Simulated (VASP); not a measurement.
# Cr (Fm-3m) in VASP: further runs, part 2 of 2

VASP 6.6.1. Earlier steps stand in the parts before.

### 4 Single point, r2SCAN, collinear spin, ferromagnetic start

POSCAR

```
Cr
1.0
    0.0000000000      1.7981060837      1.7981060837
    1.7981060837      0.0000000000      1.7981060837
    1.7981060837      1.7981060837      0.0000000000
Cr
1
Direct
    0.0000000000      0.0000000000      0.0000000000
```

INCAR.step1

```
PREC     = Accurate       # precision mode
ENCUT    = 520            # plane-wave cutoff, eV
ISMEAR   = 0              # smearing method
SIGMA    = 0.05           # smearing width, eV
LREAL    = False          # projectors in reciprocal space
LASPH    = True           # aspherical terms in the spheres
NELM     = 150            # most SCF steps
ISPIN    = 2              # spin polarisation
MAGMOM   = 0.05           # initial moments
LMAXMIX  = 4              # l up to which the mixer works
NBANDS   = 16             # bands
GGA      = PE             # functional
ALGO     = Normal         # electronic algorithm
EDIFF    = 1E-4           # SCF threshold, eV
LWAVE    = True           # write WAVECAR
LCHARG   = False          # write CHGCAR
```

INCAR.step2

```
PREC     = Accurate       # precision mode
ENCUT    = 520            # plane-wave cutoff, eV
EDIFF    = 1E-6           # SCF threshold, eV
ISMEAR   = 0              # smearing method
SIGMA    = 0.05           # smearing width, eV
LREAL    = False          # projectors in reciprocal space
LASPH    = True           # aspherical terms in the spheres
NELM     = 150            # most SCF steps
ALGO     = Normal         # electronic algorithm
ISIF     = 2              # what is computed and relaxed
LWAVE    = False          # write WAVECAR
LCHARG   = False          # write CHGCAR
ISPIN    = 2              # spin polarisation
MAGMOM   = 0.05           # initial moments
LORBIT   = 11             # projections on sites
LMAXMIX  = 4              # l up to which the mixer works
METAGGA  = R2SCAN         # meta-GGA
LMIXTAU  = True         
NBANDS   = 16             # bands
ISTART   = 1
```

KPOINTS

```
Automatic mesh
0
Gamma
  20 20 20
```

Potentials or basis: VASP PAW PBE potentials, release 64 (Cr_pv).

Started as:

```console
$ cat potpaw_PBE.64/Cr_pv/POTCAR > POTCAR
$ cp INCAR.step1 INCAR
$ mpirun -np 1 vasp_std > vasp.out
$ cp INCAR.step2 INCAR
$ mpirun -np 1 vasp_std > vasp.out
```

OUTCAR:

```text
PREC = Accurate
   ENCUT = 520
   EDIFF = 1E-6
   ISMEAR = 0
   LREAL = False
   LASPH = True
   NELM = 150
   ISIF = 2
   ISPIN = 2
   LORBIT = 11
   METAGGA = R2SCAN
   ISTART = 1

 ion  position               nearest neighbor table
   1  0.000  0.000  0.000-

  LATTYP: Found a face centered cubic cell.
 ALAT       =     3.5962121674

  Lattice vectors:

 A1 = (   0.0000000000,   1.7981060837,   1.7981060837)
 A2 = (   1.7981060837,   0.0000000000,   1.7981060837)
 A3 = (   1.7981060837,   1.7981060837,   0.0000000000)

Analysis of symmetry for initial positions (statically):
=====================================================================
 Subroutine PRICEL returns:
 Original cell was already a primitive cell.

 Routine SETGRP: Setting up the symmetry group for a
 face centered cubic supercell.

 Subroutine GETGRP returns: Found 48 space group operations
 (whereof 48 operations were pure point group operations)
 out of a pool of 48 trial point group operations.

The static configuration has the point symmetry O_h .

Analysis of symmetry for dynamics (positions and initial velocities):
[... 635 lines left out ...]

 [... further k-points ...]

 spin component 2

 k-point     1 :       0.0000    0.0000    0.0000
  band No.  band energies     occupation
      1     -33.3785      1.00000
      2     -33.3784      1.00000
      3     -33.3784      1.00000
      4       2.4435      1.00000
      5      10.0953      1.00000
      6      10.0953      1.00000
[... 435 lines left out ...]
      5       9.8311      1.00000
      6      10.1836      1.00000
[... 8 lines left out ...]
     15      39.7763      0.00000
     16      40.7830      0.00000

 [... further k-points ...]

------------------------ aborting loop because EDIFF is reached ----------------------------------------

  FORCE on cell =-STRESS in cart. coord.  units (eV):
  Direction    XX          YY          ZZ          XY          YZ          ZX
  --------------------------------------------------------------------------------------
  -------------------------------------------------------------------------------------
  Total        0.0526323      0.0526323      0.0526323      0.0000000     -0.0000000      0.0000000
  in kB        7.2524851      7.2524851      7.2524851      0.0000000     -0.0000000      0.0000000
  external PRESSURE =       7.2524851 kB  Pullay stress =       0.0000000 kB

 VOLUME and BASIS-vectors are now :
 -----------------------------------------------------------------------------
  energy-cutoff  :      520.00
  volume of cell :       11.63
      direct lattice vectors                 reciprocal lattice vectors
     0.000000000  1.798106084  1.798106084    -0.278070357  0.278070357  0.278070357
     1.798106084  0.000000000  1.798106084     0.278070357 -0.278070357  0.278070357
     1.798106084  1.798106084  0.000000000     0.278070357  0.278070357 -0.278070357

 POSITION                                       TOTAL-FORCE (eV/Angst)
 -----------------------------------------------------------------------------------
      0.00000      0.00000      0.00000         0.000000      0.000000      0.000000
 -----------------------------------------------------------------------------------
    total drift:                                0.000000      0.000000      0.000000

  FREE ENERGIE OF THE ION-ELECTRON SYSTEM (eV)
  ---------------------------------------------------
  free  energy   TOTEN  =       -14.3516629199 eV

  energy  without entropy=      -14.3497594362  energy(sigma->0) =      -14.35071118

 total charge

# of ion       s       p       d       tot
------------------------------------------
    1        0.706   6.405   4.177  11.288

 magnetization (x)

# of ion       s       p       d       tot
------------------------------------------
    1       -0.000   0.000  -0.000  -0.000
```

OSZICAR.step1:

```text
N       E                     dE             d eps       ncg     rms          rms(c)
DAV:   1     0.792585555082E+02    0.79259E+02   -0.61552E+03 16736   0.853E+02
DAV:   2    -0.922193610284E+01   -0.88480E+02   -0.84325E+02 17832   0.246E+02
DAV:   3    -0.106886478404E+02   -0.14667E+01   -0.14638E+01 18704   0.347E+01
DAV:   4    -0.106936776944E+02   -0.50299E-02   -0.50297E-02 19648   0.202E+00
DAV:   5    -0.106937146725E+02   -0.36978E-04   -0.36977E-04 18712   0.155E-01    0.125E+01
DAV:   6    -0.915231766481E+01    0.15414E+01   -0.19362E+00 16680   0.261E+01    0.176E+00
DAV:   7    -0.913129060614E+01    0.21027E-01   -0.42066E-02 17352   0.277E+00    0.909E-01
DAV:   8    -0.912106408240E+01    0.10227E-01   -0.25707E-03 19928   0.621E-01    0.154E-01
DAV:   9    -0.912104015802E+01    0.23924E-04   -0.24755E-04 17360   0.202E-01
   1 F= -.91210402E+01 E0= -.91200713E+01  d E =-.193774E-02  mag=    -0.0009
```

Run time: 2.4 min. Hardware: 1 thread of Intel Xeon 6975P-C (Granite Rapids), shared host; peak memory 0.19 GiB.

What came out:

| Property | Result |
| --- | --- |
| Free energy | -14.3517 eV |
| Pressure | 0.7 GPa |
| Band gap on the k mesh | zero (filled and empty bands overlap) |
| Net moment | 0.00 μB per cell |
| Valence electrons inside the program's atomic spheres | Cr 11.29 |

Caveat: the PAW data sets were made with another functional, which shifts forces and pressure a little.

### 5 Single point, r2SCAN, collinear spin, ferromagnetic start

POSCAR is that of step 4.

INCAR.step1

```
SYSTEM = Cr
PREC     = Accurate       ! precision mode
ENCUT    = 520            ! plane-wave cutoff, eV
ISMEAR   = 0              ! smearing method
SIGMA    = 0.05           ! smearing width, eV
LREAL    = .False.        ! projectors in reciprocal space
LASPH    = .True.         ! aspherical terms in the spheres
NELM     = 150            ! most SCF steps
ISPIN    = 2              ! spin polarisation
MAGMOM   = 0.05           ! initial moments
LMAXMIX  = 4              ! l up to which the mixer works
NBANDS   = 16             ! bands
GGA      = PE             ! functional
ALGO     = Normal         ! electronic algorithm
EDIFF    = 1E-4           ! SCF threshold, eV
LWAVE    = .True.         ! write WAVECAR
LCHARG   = .False.        ! write CHGCAR
```

INCAR.step2

```
SYSTEM = Cr
PREC     = Accurate       ! precision mode
ENCUT    = 520            ! plane-wave cutoff, eV
EDIFF    = 1E-6           ! SCF threshold, eV
ISMEAR   = 0              ! smearing method
SIGMA    = 0.05           ! smearing width, eV
LREAL    = .False.        ! projectors in reciprocal space
LASPH    = .True.         ! aspherical terms in the spheres
NELM     = 150            ! most SCF steps
ALGO     = Normal         ! electronic algorithm
ISIF     = 2              ! what is computed and relaxed
LWAVE    = .False.        ! write WAVECAR
LCHARG   = .False.        ! write CHGCAR
ISPIN    = 2              ! spin polarisation
MAGMOM   = 0.05           ! initial moments
LORBIT   = 11             ! projections on sites
LMAXMIX  = 4              ! l up to which the mixer works
METAGGA  = R2SCAN         ! meta-GGA
LMIXTAU  = .True.       
NBANDS   = 16             ! bands
ISTART   = 1
```

KPOINTS

```
regular mesh
0
Gamma
  20 20 20
  0 0 0
```

Potentials or basis: VASP PAW PBE potentials, release 64 (Cr_pv).

Started as:

```console
$ cat potpaw_PBE.64/Cr_pv/POTCAR > POTCAR
$ cp INCAR.step1 INCAR
$ mpirun -np 1 vasp_std > vasp.out
$ cp INCAR.step2 INCAR
$ mpirun -np 1 vasp_std > vasp.out
```

OUTCAR:

```text
SYSTEM = Cr
   PREC = Accurate
   ENCUT = 520
   EDIFF = 1E-6
   ISMEAR = 0
   LREAL = .False.
   LASPH = .True.
   NELM = 150
   ISIF = 2
   ISPIN = 2
   LORBIT = 11
   METAGGA = R2SCAN
   ISTART = 1

 ion  position               nearest neighbor table
   1  0.000  0.000  0.000-

  LATTYP: Found a face centered cubic cell.
 ALAT       =     3.5962121674

  Lattice vectors:

 A1 = (   0.0000000000,   1.7981060837,   1.7981060837)
 A2 = (   1.7981060837,   0.0000000000,   1.7981060837)
 A3 = (   1.7981060837,   1.7981060837,   0.0000000000)

Analysis of symmetry for initial positions (statically):
=====================================================================
 Subroutine PRICEL returns:
 Original cell was already a primitive cell.

 Routine SETGRP: Setting up the symmetry group for a
 face centered cubic supercell.

 Subroutine GETGRP returns: Found 48 space group operations
 (whereof 48 operations were pure point group operations)
 out of a pool of 48 trial point group operations.

The static configuration has the point symmetry O_h .

Analysis of symmetry for dynamics (positions and initial velocities):
=====================================================================
 Subroutine PRICEL returns:
 Original cell was already a primitive cell.

 Routine SETGRP: Setting up the symmetry group for a
 face centered cubic supercell.

 Subroutine GETGRP returns: Found 48 space group operations
 (whereof 48 operations were pure point group operations)
 out of a pool of 48 trial point group operations.

The dynamic configuration has the point symmetry O_h .

Analysis of structural, dynamic, and magnetic symmetry:
=====================================================================
 Subroutine PRICEL returns:
 Original cell was already a primitive cell.

 Routine SETGRP: Setting up the symmetry group for a
 face centered cubic supercell.

 Subroutine GETGRP returns: Found 48 space group operations
 (whereof 48 operations were pure point group operations)
 out of a pool of 48 trial point group operations.
[... 134 lines left out ...]
 maximum number of plane-waves:       331
   NGX =  9   NGY =  9   NGZ =  9

 number of electron      12.0000009 magnetization      -0.0001288

 Free energy of the ion-electron system (eV)
  ---------------------------------------------------
  ext. energy  EPLUGINS =         0.00000000
  ---------------------------------------------------
  free energy    TOTEN  =       -14.35166292 eV

  energy without entropy =      -14.34975944  energy(sigma->0) =      -14.35071118

 E-fermi :  10.5752     XC(G=0): -14.9215

 val. band max:       10.5649741781   @ k =   0.2500   0.1500   0.0500
 cond. band min:      10.5752372822   @ k =   0.2000   0.1500   0.0500
 fundamental gap:      0.0102631040
 Fermi energy:        10.5751779461

 spin component 1

 k-point     1 :       0.0000    0.0000    0.0000
  band No.  band energies     occupation
      1     -33.3783      1.00000
      2     -33.3783      1.00000
      3     -33.3783      1.00000
      4       2.4435      1.00000
      5      10.0955      1.00000
      6      10.0955      1.00000
[... 435 lines left out ...]
      5       9.8312      1.00000
      6      10.1838      1.00000
[... 8 lines left out ...]
     15      39.7764      0.00000
     16      40.7830      0.00000

 [... further k-points ...]

 spin component 2

 k-point     1 :       0.0000    0.0000    0.0000
  band No.  band energies     occupation
      1     -33.3785      1.00000
      2     -33.3784      1.00000
      3     -33.3784      1.00000
      4       2.4435      1.00000
      5      10.0953      1.00000
      6      10.0953      1.00000
[... 435 lines left out ...]
      5       9.8311      1.00000
      6      10.1836      1.00000
[... 8 lines left out ...]
     15      39.7763      0.00000
     16      40.7830      0.00000

 [... further k-points ...]

------------------------ aborting loop because EDIFF is reached ----------------------------------------

  FORCE on cell =-STRESS in cart. coord.  units (eV):
  Direction    XX          YY          ZZ          XY          YZ          ZX
  --------------------------------------------------------------------------------------
  -------------------------------------------------------------------------------------
  Total        0.0526323      0.0526323      0.0526323      0.0000000     -0.0000000      0.0000000
  in kB        7.2524851      7.2524851      7.2524851      0.0000000     -0.0000000      0.0000000
  external PRESSURE =       7.2524851 kB  Pullay stress =       0.0000000 kB

 VOLUME and BASIS-vectors are now :
 -----------------------------------------------------------------------------
  energy-cutoff  :      520.00
  volume of cell :       11.63
      direct lattice vectors                 reciprocal lattice vectors
     0.000000000  1.798106084  1.798106084    -0.278070357  0.278070357  0.278070357
     1.798106084  0.000000000  1.798106084     0.278070357 -0.278070357  0.278070357
     1.798106084  1.798106084  0.000000000     0.278070357  0.278070357 -0.278070357

 POSITION                                       TOTAL-FORCE (eV/Angst)
 -----------------------------------------------------------------------------------
      0.00000      0.00000      0.00000         0.000000      0.000000      0.000000
 -----------------------------------------------------------------------------------
    total drift:                                0.000000      0.000000      0.000000

  FREE ENERGIE OF THE ION-ELECTRON SYSTEM (eV)
  ---------------------------------------------------
  free  energy   TOTEN  =       -14.3516629199 eV

  energy  without entropy=      -14.3497594362  energy(sigma->0) =      -14.35071118

 total charge

# of ion       s       p       d       tot
------------------------------------------
    1        0.706   6.405   4.177  11.288

 magnetization (x)

# of ion       s       p       d       tot
------------------------------------------
    1       -0.000   0.000  -0.000  -0.000
```

OSZICAR.step1:

```text
N       E                     dE             d eps       ncg     rms          rms(c)
DAV:   1     0.792585555082E+02    0.79259E+02   -0.61552E+03 16736   0.853E+02
DAV:   2    -0.922193610284E+01   -0.88480E+02   -0.84325E+02 17832   0.246E+02
DAV:   3    -0.106886478404E+02   -0.14667E+01   -0.14638E+01 18704   0.347E+01
DAV:   4    -0.106936776944E+02   -0.50299E-02   -0.50297E-02 19648   0.202E+00
DAV:   5    -0.106937146725E+02   -0.36978E-04   -0.36977E-04 18712   0.155E-01    0.125E+01
DAV:   6    -0.915231766481E+01    0.15414E+01   -0.19362E+00 16680   0.261E+01    0.176E+00
DAV:   7    -0.913129060614E+01    0.21027E-01   -0.42066E-02 17352   0.277E+00    0.909E-01
DAV:   8    -0.912106408240E+01    0.10227E-01   -0.25707E-03 19928   0.621E-01    0.154E-01
DAV:   9    -0.912104015802E+01    0.23924E-04   -0.24755E-04 17360   0.202E-01
   1 F= -.91210402E+01 E0= -.91200713E+01  d E =-.193774E-02  mag=    -0.0009
```

Run time: 2.3 min. Hardware: 1 thread of Intel Xeon 6975P-C (Granite Rapids), shared host; peak memory 0.19 GiB.

What came out:

- Free energy: -14.3517 eV
- Pressure: 0.7 GPa
- Band gap on the k mesh: zero (filled and empty bands overlap)
- Net moment: 0.00 μB per cell
- Valence electrons inside the program's atomic spheres: Cr 11.29

Levels at points of the mesh, in eV from the Fermi level:
Spin up:
```tsv
k point	band 4	band 5	band 6	band 7	band 8	band 9
(0.00, 0.00, 0.00)	-8.13	-0.48	-0.48	-0.48	1.59	1.59
(0.50, 0.00, 0.00)	-4.26	-0.51	-0.51	0.68	2.74	2.74
(0.50, 0.50, 0.00)	-4.37	-3.58	2.83	2.99	2.99	3.47
```
Spin down:
```tsv
k point	band 2	band 3	band 4	band 5	band 6	band 7	band 8	band 9	band 10	band 11
(0.00, 0.00, 0.00)	-43.95	-43.95	-8.13	-0.48	-0.48	-0.48	1.59	1.59	3.54	20.53
(0.50, 0.00, 0.00)	-44.07	-44.07	-4.26	-0.51	-0.51	0.68	2.74	2.74	3.47	10.01
(0.50, 0.50, 0.00)	-44.28	-44.28	-4.37	-3.58	2.83	2.99	2.99	3.47	3.79	13.09
```

Caveat: the PAW data sets were made with another functional, which shifts forces and pressure a little.

### 6 Single point, r2SCAN, collinear spin, ferromagnetic start

This run uses another cell than the first one, of 11.89 Å³/atom, 1.022 times its volume.

POSCAR

```
Cr
1.0
    0.0000000000      1.8113370542      1.8113370542
    1.8113370542      0.0000000000      1.8113370542
    1.8113370542      1.8113370542      0.0000000000
Cr
1
Direct
    0.0000000000      0.0000000000      0.0000000000
```

INCAR.step1

```
SYSTEM = Cr
  ALGO = Normal
  EDIFF = 1E-4
  ENCUT = 520
  GGA = PE
  ISMEAR = 0
  ISPIN = 2
  LASPH = .TRUE.
  LCHARG = .FALSE.
  LMAXMIX = 4
  LREAL = .FALSE.
  LWAVE = .TRUE.
  MAGMOM = 2
  NBANDS = 16
  NELM = 150
  PREC = Accurate
  SIGMA = 0.05
```

INCAR.step2

```
SYSTEM = Cr
  ALGO = Normal
  EDIFF = 1E-6
  ENCUT = 520
  ISIF = 2
  ISMEAR = 0
  ISPIN = 2
  ISTART = 1
  LASPH = .TRUE.
  LCHARG = .TRUE.
  LELF = .TRUE.
  LMAXMIX = 4
  LMIXTAU = .TRUE.
  LORBIT = 11
  LREAL = .FALSE.
  LVHAR = .TRUE.
  LWAVE = .FALSE.
  MAGMOM = 2
  METAGGA = R2SCAN
  NBANDS = 16
  NELM = 150
  PREC = Accurate
  SIGMA = 0.05
```

KPOINTS

```
k-points
0
G
  20 20 20
  0 0 0
```

Potentials or basis: VASP PAW PBE potentials, release 64 (Cr_pv).

Started as:

```console
$ cat potpaw_PBE.64/Cr_pv/POTCAR > POTCAR
$ cp INCAR.step1 INCAR
$ mpirun -np 1 vasp_std > vasp.out
$ cp INCAR.step2 INCAR
$ mpirun -np 1 vasp_std > vasp.out
```

It took 2.6 min on 1 thread of Intel Xeon 6975P-C (Granite Rapids), shared host; peak memory 0.19 GiB.

Results (log left out):

| Quantity | Value |
| --- | --- |
| Free energy | -14.3483 eV |
| Pressure | -4.8 GPa |
| Band gap on the k mesh | zero (filled and empty bands overlap) |
| Net moment | 0.00 μB per cell |
| Valence electrons inside the program's atomic spheres | Cr 11.25 |

Levels at points of the mesh, in eV from the Fermi level:
Spin up:
| k point | band 4 | band 5 | band 6 | band 7 | band 8 | band 9 |
| --- | --- | --- | --- | --- | --- | --- |
| (0.00, 0.00, 0.00) | -8.06 | -0.46 | -0.46 | -0.46 | 1.54 | 1.54 |
| (0.50, 0.00, 0.00) | -4.17 | -0.49 | -0.49 | 0.62 | 2.66 | 2.66 |
| (0.50, 0.50, 0.00) | -4.24 | -3.47 | 2.74 | 2.90 | 2.90 | 3.41 |
Spin down:
| k point | band 2 | band 3 | band 4 | band 5 | band 6 | band 7 | band 8 | band 9 | band 10 | band 11 |
| --- | --- | --- | --- | --- | --- | --- | --- | --- | --- | --- |
| (0.00, 0.00, 0.00) | -44.00 | -44.00 | -8.06 | -0.46 | -0.46 | -0.46 | 1.55 | 1.55 | 3.49 | 20.39 |
| (0.50, 0.00, 0.00) | -44.11 | -44.11 | -4.17 | -0.48 | -0.48 | 0.62 | 2.66 | 2.66 | 3.41 | 9.74 |
| (0.50, 0.50, 0.00) | -44.30 | -44.30 | -4.24 | -3.47 | 2.74 | 2.90 | 2.90 | 3.41 | 3.67 | 12.80 |

Caveat: the starting moments collapsed, and a magnetic state may lie lower; the PAW data sets were made with another functional, which shifts forces and pressure a little.

### 7 Overview

```csv
spin,cell,gap on the mesh (eV),pressure (GPa),moment (μB)
off,"a = 2.543 Å, angles 60.0°, 1 atom",none,0.7,-
"collinear, ferromagnetic start","a = 2.530 Å, angles 60.0°, 1 atom",none,4.7,0.00
"collinear, ferromagnetic start","a = 2.543 Å, angles 60.0°, 1 atom",none,0.7,0.00
```

Alike in all rows: task single point; level r2SCAN; potentials or basis VASP PAW PBE potentials, release 64 (Cr_pv); k mesh 20 × 20 × 20; cutoff (eV) 520; smearing gaussian 0.05 eV.

Caveats: the PAW data sets were made with another functional, which shifts forces and pressure a little.

Total energies depend on the potentials used, so only differences within one code and one set of settings carry meaning.
